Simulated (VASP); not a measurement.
# C4F (Pm-3m) in VASP: a series of runs, part 2 of 2

VASP 6.6.1.

### Step 4. Relaxation of cell and atoms, PBE+D3(BJ)

This run uses another cell than the first one, of 10.39 Å³/atom.

File INCAR:

```
PREC     = Accurate       # precision mode
ENCUT    = 600            # plane-wave cutoff, eV
EDIFF    = 1E-6           # SCF threshold, eV
ISMEAR   = 0              # smearing method
SIGMA    = 0.1            # smearing width, eV
LREAL    = F              # projectors in reciprocal space
LASPH    = T              # aspherical terms in the spheres
NELM     = 80             # most SCF steps
ALGO     = Normal         # electronic algorithm
ISIF     = 3              # what is computed and relaxed
LWAVE    = F              # write WAVECAR
LCHARG   = F              # write CHGCAR
GGA      = PE             # functional
IVDW     = 12             # dispersion correction
IBRION   = 2              # ionic algorithm
NSW      = 90             # ionic steps
EDIFFG   = -0.04          # ionic threshold
```

File KPOINTS:

```
regular mesh
0
Gamma
  6 6 6
```

File POSCAR:

```
C4F
1.0
    3.7312473520      0.0000000000      0.0000000000
    0.0000000000      3.7312473520      0.0000000000
    0.0000000000      0.0000000000      3.7312473520
C F
4 1
Direct
    0.0000000000      0.0000000000      0.0000000000
    0.5000000000      0.5000000000      0.0000000000
    0.5000000000      0.0000000000      0.5000000000
    0.0000000000      0.5000000000      0.5000000000
    0.5000000000      0.5000000000      0.5000000000
```

Run with:

```console
$ cat potpaw_PBE.64/C/POTCAR potpaw_PBE.64/F/POTCAR > POTCAR
$ mpirun -np 1 vasp_std > vasp.out
```

Wall time 18 s (1 thread of Intel Xeon Platinum 8375C at 2.90GHz (Ice Lake), shared host); peak memory 0.18 GiB.

Results (log left out):

| Quantity | Value |
| --- | --- |
| Free energy | -17.2890 eV |
| Pressure after relaxing | -0.4 GPa |
| Band gap on the k mesh | zero (an odd number of electrons rules out a gap without spin polarisation) |
| Dispersion energy per atom | -0.189 eV |

Final structure:
```xyz
5
Lattice="3.7312 0.0000 0.0000 0.0000 3.7312 0.0000 0.0000 0.0000 3.7312" Properties=species:S:1:pos:R:3 pbc="T T T"
C     0.0000    0.0000    0.0000
C     1.8656    1.8656    0.0000
C     1.8656    0.0000    1.8656
C     0.0000    1.8656    1.8656
F     1.8656    1.8656    1.8656
```

Levels at points of the mesh, in eV from the Fermi level:
```
           k point  band 9  band 10  band 11  band 12  band 13  band 14
(0.00, 0.00, 0.00)   -2.08    -2.08    -2.08     0.81     0.81     0.81
(0.50, 0.00, 0.00)   -1.93    -1.93    -0.22     0.11     0.11     0.71
(0.50, 0.50, 0.00)   -1.77    -1.42    -1.42    -0.50    -0.50     0.11
(0.50, 0.50, 0.50)   -3.84    -3.84    -3.84    -0.85     1.63     1.63
```

Caveat: the relaxation stopped at its first step, so nothing moved; an odd number of electrons without spin polarisation forces a metal; a magnetic or distorted state may lie lower.

### Step 5. Single point, PBE+D3(BJ), collinear spin

This run uses another cell than the first one, of 10.39 Å³/atom.

File INCAR:

```
SYSTEM = C4F
  PREC = Accurate
  ENCUT = 520
  EDIFF = 1E-6
  ISMEAR = 0
  SIGMA = 0.1
  LREAL = .FALSE.
  LASPH = .TRUE.
  NELM = 150
  ALGO = Normal
  ISIF = 2
  LWAVE = .FALSE.
  LCHARG = .FALSE.
  ISPIN = 2
  MAGMOM = 1 1 1 1 1
  LORBIT = 11
  GGA = PE
  IVDW = 12
  NBANDS = 24
```

File KPOINTS:

```
regular mesh
0
G
  6 6 6
  0 0 0
```

POSCAR is that of step 4.

Potentials or basis: VASP PAW PBE potentials, release 64 (C, F).

Run with:

```console
$ cat potpaw_PBE.64/C/POTCAR potpaw_PBE.64/F/POTCAR > POTCAR
$ mpirun -np 1 vasp_std > vasp.out
```

OUTCAR:

```text
SYSTEM = C4F
   PREC = Accurate
   ENCUT = 520
   EDIFF = 1E-6
   ISMEAR = 0
   LREAL = .FALSE.
   LASPH = .TRUE.
   NELM = 150
   ISIF = 2
   ISPIN = 2
   LORBIT = 11
   GGA = PE
   IVDW = 12
 IVDW          = 12

 ion  position               nearest neighbor table
   1  0.000  0.000  0.000-
   2  0.500  0.500  0.000-   5 1.87   5 1.87
   3  0.500  0.000  0.500-   5 1.87   5 1.87
   4  0.000  0.500  0.500-   5 1.87   5 1.87
   5  0.500  0.500  0.500-   2 1.87   3 1.87   4 1.87   2 1.87   3 1.87   4 1.87

  LATTYP: Found a simple cubic cell.
 ALAT       =     3.7312473520

  Lattice vectors:

 A1 = (   3.7312473520,   0.0000000000,   0.0000000000)
 A2 = (   0.0000000000,   3.7312473520,   0.0000000000)
 A3 = (   0.0000000000,   0.0000000000,   3.7312473520)

Analysis of symmetry for initial positions (statically):
=====================================================================
 Subroutine PRICEL returns:
[... 1247 lines left out ...]
  Direction    XX          YY          ZZ          XY          YZ          ZX
  --------------------------------------------------------------------------------------
  -------------------------------------------------------------------------------------
  Total      -0.10129    -0.10129    -0.10129     0.00000     0.00000    -0.00000
  in kB      -3.12390    -3.12390    -3.12390     0.00000     0.00000    -0.00000
  external pressure =       -3.12 kB  Pullay stress =        0.00 kB

 VOLUME and BASIS-vectors are now :
 -----------------------------------------------------------------------------
  energy-cutoff  :      520.00
  volume of cell :       51.95
      direct lattice vectors                 reciprocal lattice vectors
     3.731247352  0.000000000  0.000000000     0.268006890  0.000000000  0.000000000
     0.000000000  3.731247352  0.000000000     0.000000000  0.268006890  0.000000000
     0.000000000  0.000000000  3.731247352     0.000000000  0.000000000  0.268006890

 POSITION                                       TOTAL-FORCE (eV/Angst)
 -----------------------------------------------------------------------------------
      0.00000      0.00000      0.00000         0.000000      0.000000      0.000000
      1.86562      1.86562      0.00000         0.000000      0.000000      0.000000
      1.86562      0.00000      1.86562         0.000000      0.000000      0.000000
      0.00000      1.86562      1.86562         0.000000      0.000000      0.000000
      1.86562      1.86562      1.86562         0.000000      0.000000      0.000000
 -----------------------------------------------------------------------------------
    total drift:                                0.000000      0.000000      0.000000

  FREE ENERGIE OF THE ION-ELECTRON SYSTEM (eV)
  ---------------------------------------------------
  free  energy   TOTEN  =       -17.2860629425 eV

  energy  without entropy=      -17.2707797350  energy(sigma->0) =      -17.27842134

 total charge

# of ion       s       p       d       tot
------------------------------------------
    1        1.091   0.854   0.000   1.945
    2        1.112   0.870   0.000   1.982
    3        1.112   0.870   0.000   1.982
    4        1.112   0.870   0.000   1.982
    5        1.788   4.231   0.000   6.020
--------------------------------------------------
tot          6.216   7.695   0.000  13.910

 magnetization (x)

# of ion       s       p       d       tot
------------------------------------------
    1       -0.000  -0.000   0.000  -0.000
    2        0.000   0.000   0.000   0.000
    3        0.000   0.000   0.000   0.000
    4        0.000   0.000   0.000   0.000
    5        0.000   0.000   0.000   0.000
--------------------------------------------------
tot          0.000   0.000   0.000   0.000
```

OSZICAR:

```text
N       E                     dE             d eps       ncg     rms          rms(c)
DAV:   1     0.706243139998E+02    0.70624E+02   -0.11521E+04  1920   0.897E+02
DAV:   2    -0.117390193466E+02   -0.82363E+02   -0.76995E+02  2344   0.175E+02
DAV:   3    -0.153873802080E+02   -0.36484E+01   -0.36149E+01  2344   0.329E+01
DAV:   4    -0.154080435016E+02   -0.20663E-01   -0.20661E-01  2344   0.300E+00
DAV:   5    -0.154081653117E+02   -0.12181E-03   -0.12180E-03  2320   0.215E-01    0.931E+00
DAV:   6    -0.163334695321E+02   -0.92530E+00   -0.14065E+00  2408   0.568E+00    0.310E+00
DAV:   7    -0.163553674024E+02   -0.21898E-01   -0.34867E-01  2200   0.265E+00    0.135E+00
DAV:   8    -0.163438782337E+02    0.11489E-01   -0.14002E-01  2312   0.153E+00    0.849E-01
DAV:   9    -0.163403549575E+02    0.35233E-02   -0.30169E-02  2264   0.830E-01    0.210E-01
DAV:  10    -0.163418510767E+02   -0.14961E-02   -0.45950E-03  2256   0.320E-01    0.120E-01
DAV:  11    -0.163422638958E+02   -0.41282E-03   -0.10873E-03  2368   0.132E-01    0.568E-02
DAV:  12    -0.163423928292E+02   -0.12893E-03   -0.44515E-04  2312   0.845E-02    0.299E-02
DAV:  13    -0.163424281529E+02   -0.35324E-04   -0.81989E-05  2368   0.387E-02    0.134E-02
DAV:  14    -0.163424395605E+02   -0.11408E-04   -0.30685E-05  2408   0.211E-02    0.558E-03
DAV:  15    -0.163424416947E+02   -0.21341E-05   -0.81535E-06  2000   0.111E-02    0.250E-03
DAV:  16    -0.163424420806E+02   -0.38597E-06   -0.23149E-06  1528   0.624E-03
   1 F= -.17286063E+02 E0= -.17278421E+02  d E =-.152832E-01  mag=     0.0003
```

stdout:

```text
POSCAR found type information on POSCAR C F
 POSCAR found :  2 types and       5 ions
 scaLAPACK will be used
 LDA part: xc-table for (Slater+PW92), standard interpolation
 POSCAR, INCAR and KPOINTS ok, starting setup
 FFT: planning ... GRIDC
 FFT: planning ... GRID_SOFT
 FFT: planning ... GRID
 WAVECAR not read
 entering main loop
```

Run time: 41 s. Hardware: 1 thread of Intel Xeon Platinum 8375C at 2.90GHz (Ice Lake), shared host; peak memory 0.19 GiB.

What came out:

- Free energy: -17.2861 eV
- Pressure: -0.3 GPa
- Net moment: 0.00 μB per cell
- Valence electrons inside the program's atomic spheres: C 1.95, 1.98 (each value once); F 6.02
- Dispersion energy per atom: -0.189 eV

### Step 6. Relaxation of cell and atoms, PBE+D3(BJ)

This run uses another cell than the first one, of 10.39 Å³/atom.

File INCAR:

```
PREC = Accurate
ENCUT = 600
EDIFF = 1E-6
ISMEAR = 0
SIGMA = 0.1
LREAL = F
LASPH = T
NELM = 60
ALGO = Normal
ISIF = 3
LWAVE = F
LCHARG = F
GGA = PE
IVDW = 12
IBRION = 2
NSW = 100
EDIFFG = -0.01
```

File KPOINTS:

```
Automatic mesh
0
Gamma
  10 10 10
```

POSCAR is that of step 5.

Potentials or basis: VASP PAW PBE potentials, release 64 (C, F).

Run with:

```console
$ cat potpaw_PBE.64/C/POTCAR potpaw_PBE.64/F/POTCAR > POTCAR
$ mpirun -np 1 vasp_std > vasp.out
```

Run time: 62 s. Hardware: 1 thread of Intel Xeon Platinum 8375C at 2.90GHz (Ice Lake), shared host; peak memory 0.2 GiB.

It converged, with:

| Quantity | Value |
| --- | --- |
| Free energy | -17.2955 eV |
| Relaxed volume | 10.36 Å³/atom |
| Relaxed cell | a = 3.727 Å, b = 3.727 Å, c = 3.727 Å, α = 90.00°, β = 90.00°, γ = 90.00° |
| Space group after relaxing (to 0.1 Å) | Pm-3m (No. 221) |
| Energy gained by relaxing | 0.0 meV/atom |
| Ionic steps | 2 |
| Pressure after relaxing | 0.1 GPa |
| Band gap on the k mesh | zero (an odd number of electrons rules out a gap without spin polarisation) |
| Dispersion energy per atom | -0.189 eV |

The path:
| step | energy change (eV) | largest force (eV/Å) | pressure (GPa) | volume (Å³) |
| --- | --- | --- | --- | --- |
| 1 | 0.0000 | 0.0000 | -0.34 | 51.95 |
| 2 | -0.0001 | 0.0000 | 0.10 | 51.78 |

Final structure:
```yaml
crystal:
  lattice:
    - [3.72729, 0.00000, 0.00000]
    - [0.00000, 3.72729, 0.00000]
    - [0.00000, 0.00000, 3.72729]
  atoms:
    - { symbol: C, position: [0.00000, 0.00000, 0.00000] }
    - { symbol: C, position: [0.50000, 0.50000, 0.00000] }
    - { symbol: C, position: [0.50000, 0.00000, 0.50000] }
    - { symbol: C, position: [0.00000, 0.50000, 0.50000] }
    - { symbol: F, position: [0.50000, 0.50000, 0.50000] }
```

Levels at points of the mesh, in eV from the Fermi level:
```csv
k point,band 9,band 10,band 11,band 12,band 13,band 14
"(0.00, 0.00, 0.00)",-2.10,-2.10,-2.10,0.79,0.79,0.79
"(0.50, 0.00, 0.00)",-1.94,-1.94,-0.24,0.09,0.09,0.71
"(0.50, 0.50, 0.00)",-1.78,-1.43,-1.43,-0.53,-0.53,0.09
"(0.50, 0.50, 0.50)",-3.86,-3.86,-3.86,-0.87,1.60,1.60
```

Caveat: an odd number of electrons without spin polarisation forces a metal; a magnetic or distorted state may lie lower.

### Step 7. Summary

| task | spin | cell | k mesh | cutoff (eV) | gap on the mesh (eV) | pressure (GPa) | moment (μB) |
| --- | --- | --- | --- | --- | --- | --- | --- |
| single point | collinear | a = 3.997 Å, 5 atoms | 4 × 4 × 4 | 520 | none | -12.8 | 0.32 |
| single point | off | a = 3.730 Å, 5 atoms | 10 × 10 × 10 | 520 | none | -0.1 | - |
| relaxation of cell and atoms | off | relaxed from a = 3.731 Å, 5 atoms | 6 × 6 × 6 | 600 | none | -0.4 | - |
| single point | collinear | a = 3.731 Å, 5 atoms | 6 × 6 × 6 | 520 | none | -0.3 | 0.00 |
| relaxation of cell and atoms | off | relaxed from a = 3.731 Å, 5 atoms | 10 × 10 × 10 | 600 | none | 0.1 | - |

Alike in all rows: level PBE+D3(BJ); potentials or basis VASP PAW PBE potentials, release 64 (C, F); smearing gaussian 0.1 eV.

Caveats: some runs use coarse meshes; an odd number of electrons without spin polarisation forces a metal (at least some runs); a magnetic or distorted state may lie lower (at least some runs); the relaxation stopped at its first step, so nothing moved (at least some runs).

Absolute energies hang on the potentials; compare differences alone.
